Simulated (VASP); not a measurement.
# Ti in VASP: notebook

Runs on Ti. Level: PBEsol. Tasks: electric field gradients.

Everything below comes from runs of VASP 6.6.1. Logs are shortened: lines on timing, memory, paths and dates and some standing lists are left out, and cuts for length are marked.

## 1. The cell of the first run

The typed cell holds 2 atoms: a = 2.950 Å, b = 2.963 Å, c = 4.686 Å, α = 90.21°, β = 90.57°, γ = 120.43°.

## 2. Electric field gradients, PBEsol (equal xy, yz and zx shear strains of -1 %)

The input, INCAR:

```
SYSTEM = Ti
PREC     = Accurate       ! precision mode
ENCUT    = 520            ! plane-wave cutoff, eV
EDIFF    = 1E-8           ! SCF threshold, eV
ISMEAR   = -1             ! smearing method
SIGMA    = 0.08           ! smearing width, eV
LREAL    = .FALSE.        ! projectors in reciprocal space
LASPH    = .TRUE.         ! aspherical terms in the spheres
NELM     = 80             ! most SCF steps
ALGO     = Normal         ! electronic algorithm
ISIF     = 2              ! what is computed and relaxed
LWAVE    = .FALSE.        ! write WAVECAR
LCHARG   = .FALSE.        ! write CHGCAR
GGA      = PS             ! functional
LEFG     = .TRUE.       
NBANDS   = 19             ! bands
```

The input, KPOINTS:

```
Automatic mesh
0
G
  13 13 7
  0 0 0
```

The input, POSCAR:

```
Ti
1.0
    2.9499978604     -0.0147499893     -0.0147499893
   -1.4877727956      2.5621480828     -0.0053988708
   -0.0234300000     -0.0234300000      4.6860000000
Ti
2
Direct
    0.3333333333      0.6666666667      0.2500000000
    0.6666666667      0.3333333333      0.7500000000
```

Potentials or basis: VASP PAW PBE potentials, release 64 (Ti_sv).

Command:

```console
> cat potpaw_PBE.64/Ti_sv/POTCAR > POTCAR
> mpirun -np 1 vasp_std > vasp.out
```

OUTCAR:

```text
SYSTEM = Ti
   PREC = Accurate
   ENCUT = 520
   EDIFF = 1E-8
   ISMEAR = -1
   LREAL = .FALSE.
   LASPH = .TRUE.
   NELM = 80
   ISIF = 2
   GGA = PS

 ion  position               nearest neighbor table
   1  0.333  0.667  0.250-   2 2.87   2 2.88   2 2.90   2 2.91   2 2.91   2 2.91
   2  0.667  0.333  0.750-   1 2.87   1 2.88   1 2.90   1 2.91   1 2.91   1 2.91

  LATTYP: Found a triclinic cell.
 ALAT       =     2.9373023616
 B/A-ratio  =     1.0043472705
 C/A-ratio  =     1.5953812620
 COS(alpha) =     0.0099745013
 COS(beta)  =     0.0136846555
 COS(gamma) =     0.4934979113

  Lattice vectors:

 A1 = (   1.4622250648,   2.5473980935,  -0.0201488601)
 A2 = (   2.9499978604,  -0.0147499893,  -0.0147499893)
 A3 = (   0.0234300000,   0.0234300000,  -4.6860000000)

Analysis of symmetry for initial positions (statically):
=====================================================================
 Subroutine PRICEL returns:
 Original cell was already a primitive cell.

 Routine SETGRP: Setting up the symmetry group for a
 triclinic supercell.

 Subroutine GETGRP returns: Found  2 space group operations
 (whereof  2 operations were pure point group operations)
 out of a pool of  2 trial point group operations.

The static configuration has the point symmetry S_2 .

Analysis of symmetry for dynamics (positions and initial velocities):
=====================================================================
 Subroutine PRICEL returns:
 Original cell was already a primitive cell.

 Routine SETGRP: Setting up the symmetry group for a
 triclinic supercell.

 Subroutine GETGRP returns: Found  2 space group operations
 (whereof  2 operations were pure point group operations)
 out of a pool of  2 trial point group operations.

The dynamic configuration has the point symmetry S_2 .

 Subroutine INISYM returns: Found  2 space group operations
 (whereof  2 operations are pure point group operations),
 and found     1 'primitive' translations

----------------------------------------------------------------------------------------

                                     Primitive cell

  volume of cell :      35.3137

  direct lattice vectors                    reciprocal lattice vectors
     2.949997860 -0.014749989 -0.014749989     0.339983859  0.197425452  0.002687047
    -1.487772796  2.562148083 -0.005398871     0.001967055  0.391443866  0.001967055
    -0.023430000 -0.023430000  4.686000000     0.001072424  0.001072424  0.213412346

  length of vectors
     2.950071609  2.962785824  4.686117149     0.393157798  0.391453750  0.213417735

  position of ions in fractional coordinates (direct lattice)
     0.333333333  0.666666667  0.250000000
     0.666666667  0.333333333  0.750000000

  ion indices of the primitive-cell ions
   primitive index   ion index
                 1           1
                 2           2

----------------------------------------------------------------------------------------

 KPOINTS: Automatic mesh

Automatic generation of k-mesh.
 Grid dimensions read from file:
 generate k-points for:   13   13    7

 Generating k-lattice:

  Cartesian coordinates                     Fractional coordinates (reciprocal lattice)
     0.026152605  0.015186573  0.000206696     0.076923077  0.000000000 -0.000000000
     0.000151312  0.030111067  0.000151312     0.000000000  0.076923077  0.000000000
     0.000153203  0.000153203  0.030487478    -0.000000000  0.000000000  0.142857143

  Length of vectors
     0.030242908  0.030111827  0.030488248

  Shift w.r.t. Gamma in fractional coordinates (k-lattice)
     0.000000000  0.000000000  0.000000000

 Subroutine IBZKPT returns following result:
 ===========================================

 Found    592 irreducible k-points:

 Following reciprocal coordinates:
            Coordinates               Weight
  0.000000  0.000000  0.000000      1.000000
  0.076923 -0.000000  0.000000      2.000000
  0.153846 -0.000000  0.000000      2.000000
  0.230769  0.000000  0.000000      2.000000
  0.307692 -0.000000  0.000000      2.000000
  0.384615  0.000000 -0.000000      2.000000
[... 16 lines left out ...]
  0.153846  0.153846 -0.000000      2.000000
  0.230769  0.153846  0.000000      2.000000
 [... further k-points ...]
   k-points           NKPTS =    592   k-points in BZ     NKDIM =    592   number of bands    NBANDS=     19
   number of dos      NEDOS =    301   number of ions     NIONS =      2
   total plane-waves  NPLWV =  20736
   dimension x,y,z NGX =    24 NGY =   24 NGZ =   36
   dimension x,y,z NGXF=    48 NGYF=   48 NGZF=   72
   ions per type =               2
   NGX,Y,Z   is equivalent  to a cutoff of  13.52, 13.47, 12.77 a.u.
   NGXF,Y,Z  is equivalent  to a cutoff of  27.05, 26.93, 25.54 a.u.
 SYSTEM =  Ti
   PREC   = accura    normal or accurate (medium, high low for compatibility)
   ISTART =      0    job   : 0-new  1-cont  2-samecut
   ICHARG =      2    charge: 1-file 2-atom 10-const
   ISPIN  =      1    spin polarized calculation?
   LNONCOLLINEAR =      F non collinear calculations
   LSORBIT =      F    spin-orbit coupling
   LASPH  =      T    aspherical Exc in radial PAW
   ENCUT  =  520.0 eV  38.22 Ry    6.18 a.u.   5.49  5.51  8.71*2*pi/ulx,y,z
   NELM   =     80;   NELMIN=  2; NELMDL= -5     # of ELM steps
   EDIFF  = 0.1E-07   stopping-criterion for ELM
   LREAL  =      F    real-space projection
   EDIFFG = 0.1E-06   stopping-criterion for IOM
   NSW    =      0    number of steps for IOM
   IBRION =     -1    ionic relax: 0-MD 1-quasi-New 2-CG
   NFREE  =      0    steps in history (QN), initial steepest desc. (CG)
   ISIF   =      2    stress and relaxation
   ISYM   =      2    0-nonsym 1-usesym 2-fastsym
   POTIM  = 0.5000    time-step for ionic-motion
   TEBEG  =    0.0;   TEEND  =   0.0 temperature during run
   PSTRESS=    0.0 pullay stress
   NELECT =      24.0000    total number of electrons
   NUPDOWN=      -1.0000    fix difference up-down
   EMIN   =  10.00;   EMAX   =-10.00  energy-range for DOS
   EFERMI =   0.00;   METHOD = LEGACY
   ISMEAR =    -1;   SIGMA  =   0.08  broadening in eV -4-tet -1-fermi 0-gaus
   EFERMI_NEDOS =   21; number of points for ismear=-14 and -15
   IALGO  =     38    algorithm
   IMIX   =      4    mixing-type and parameters
     AMIX     =   0.40;   BMIX     =  1.00
     AMIX_MAG =   1.60;   BMIX_MAG =  1.00
  volume/ion in A,a.u.               =      17.66       119.15
  Fermi-wavevector in a.u.,A,eV,Ry     =   1.439342  2.719962 28.187268  2.071706
  Thomas-Fermi vector in A             =   2.558208
   LORBIT       =      0    0 simple, 1 ext, 2 COOP (PROOUT), +10 PAW based schemes
   GGA     = PS    functional components
   LHFCALC =     F    Hartree Fock is set to
   AEXX    =    0.0000 exact exchange contribution
   IVDW    =     0    specifies the selected vdW correction
   LEPSILON=     F    determine dielectric tensor
   LRPA    =     F    only Hartree local field effects (RPA)
 non-spin polarized calculation
  energy-cutoff  :      520.00
  volume of cell :       35.31
 maximum number of plane-waves:       976
 NGX is ok and might be reduce to    24
   NGX = 11   NGY = 11   NGZ = 17

 number of electron      24.0000001 magnetization

 Free energy of the ion-electron system (eV)
  ---------------------------------------------------
  ext. energy  EPLUGINS =         0.00000000
  ---------------------------------------------------
  free energy    TOTEN  =       -16.66197620 eV

  energy without entropy =      -16.61260814  energy(sigma->0) =      -16.63729217

 E-fermi :   8.0225     XC(G=0): -11.5562

 val. band max:        8.0219292675   @ k =   0.3846   0.2308   0.4286
 cond. band min:       8.0236872937   @ k =  -0.0769   0.1538   0.0000
 fundamental gap:      0.0017580262
 Fermi energy:         8.0224872133

 k-point     1 :       0.0000    0.0000    0.0000
  band No.  band energies     occupation
      1     -48.6144      2.00000
      2     -48.4851      2.00000
      3     -25.2843      2.00000
      4     -24.6729      2.00000
      5     -24.6637      2.00000
      6     -24.6068      2.00000
[... 11 lines left out ...]
     18       9.6609      0.00000
     19      11.1223      0.00000

 k-point     2 :       0.0769   -0.0000    0.0000
  band No.  band energies     occupation
      1     -48.6087      2.00000
      2     -48.4827      2.00000
      3     -25.2717      2.00000
      4     -24.6909      2.00000
      5     -24.6808      2.00000
      6     -24.6130      2.00000
[... 476 lines left out ...]
 k-point    24 :       0.2308    0.1538    0.0000
  band No.  band energies     occupation
      1     -48.5322      2.00000
      2     -48.4599      2.00000
      3     -25.0843      2.00000
      4     -24.9713      2.00000
      5     -24.9307      2.00000
      6     -24.7740      2.00000
[... 11 lines left out ...]
     18      11.2192      0.00000
     19      11.3754      0.00000

 [... further k-points ...]
[... 5 lines left out ...]
  --------------------------------------------------------------------------------------
  -------------------------------------------------------------------------------------
  Total       -1.2879970     -1.2867653     -1.3955953      0.1328070      0.0870802      0.0871560
  in kB      -58.4361760    -58.3802955    -63.3178926      6.0254271      3.9508105      3.9542501
  external PRESSURE =     -60.0447880 kB  Pullay stress =       0.0000000 kB

 VOLUME and BASIS-vectors are now :
 -----------------------------------------------------------------------------
  energy-cutoff  :      520.00
  volume of cell :       35.31
      direct lattice vectors                 reciprocal lattice vectors
     2.949997860 -0.014749989 -0.014749989     0.339983859  0.197425452  0.002687047
    -1.487772796  2.562148083 -0.005398871     0.001967055  0.391443866  0.001967055
    -0.023430000 -0.023430000  4.686000000     0.001072424  0.001072424  0.213412346

 POSITION                                       TOTAL-FORCE (eV/Angst)
 -----------------------------------------------------------------------------------
     -0.01437      1.69732      1.16298         0.025939      0.000345      0.001571
      1.45317      0.82664      3.50287        -0.025939     -0.000345     -0.001571
 -----------------------------------------------------------------------------------
    total drift:                               -0.000000      0.000000     -0.000000

  FREE ENERGIE OF THE ION-ELECTRON SYSTEM (eV)
  ---------------------------------------------------
  free  energy   TOTEN  =       -16.6619761966 eV

  energy  without entropy=      -16.6126081392  energy(sigma->0) =      -16.63729217

 Electric field gradients (V/A^2)
---------------------------------------------------------------------
 ion       V_xx      V_yy      V_zz      V_xy      V_xz      V_yz
---------------------------------------------------------------------
   1      -8.299    -8.273    16.572     0.310     0.694     0.695
   2      -8.299    -8.273    16.572     0.310     0.694     0.695
---------------------------------------------------------------------

 Electric field gradients after diagonalization (V/A^2)
 (convention: |V_zz| > |V_xx| > |V_yy|)
----------------------------------------------------------------------
 ion       V_xx      V_yy      V_zz     asymmetry (V_yy - V_xx)/ V_zz
----------------------------------------------------------------------
   1      -8.597    -8.015    16.611       0.035
   2      -8.597    -8.015    16.611       0.035
----------------------------------------------------------------------

           NMR quadrupolar parameters

 Cq : quadrupolar parameter    Cq=e*Q*V_zz/h
 eta: asymmetry parameters     (V_yy - V_xx)/ V_zz
 Q  : nuclear electric quadrupole moment in mb (millibarn)
----------------------------------------------------------------------
 ion       Cq(MHz)       eta       Q (mb)
----------------------------------------------------------------------
   1       0.040       0.035       1.000
   2       0.040       0.035       1.000
----------------------------------------------------------------------
```

Wall time 4.7 min (1 thread of Intel Xeon Platinum 8488C (Sapphire Rapids), shared host); peak memory 0.41 GiB.

What came out:

```
Free energy                             : -16.6620 eV
Pressure                                : -6.0 GPa
Largest force                           : 0.026 eV/Å
Band gap on the k mesh                  : zero (bands 12 and 13 overlap by 1.06 eV)
Largest electric field gradient by atom : Ti +16.6 V/Å²
```

Forces on the atoms (eV/Å):
```
Ti   0.026  0.000  0.002
Ti  -0.026  0.000 -0.002
```

Stress tensor (GPa, compression positive):
```
-5.84  0.60  0.40
 0.60 -5.84  0.40
 0.40  0.40 -6.33
```

Electric field gradients, principal values (V/Å²):
```tsv
atom	least	middle	greatest (by size)
1 Ti	-8.015	-8.597	16.611
2 Ti	-8.015	-8.597	16.611
```

Caveat: the cell differs from its parent crystal (equal xy, yz and zx shear strains of -1 %); the cell stands under tension; without QUAD_EFG the Cq values of the log hold for a quadrupole moment of 1 mb, not for the nuclei; the PAW data sets were made with another functional, which shifts forces and pressure a little.

(Continued in part 2 of 2.)
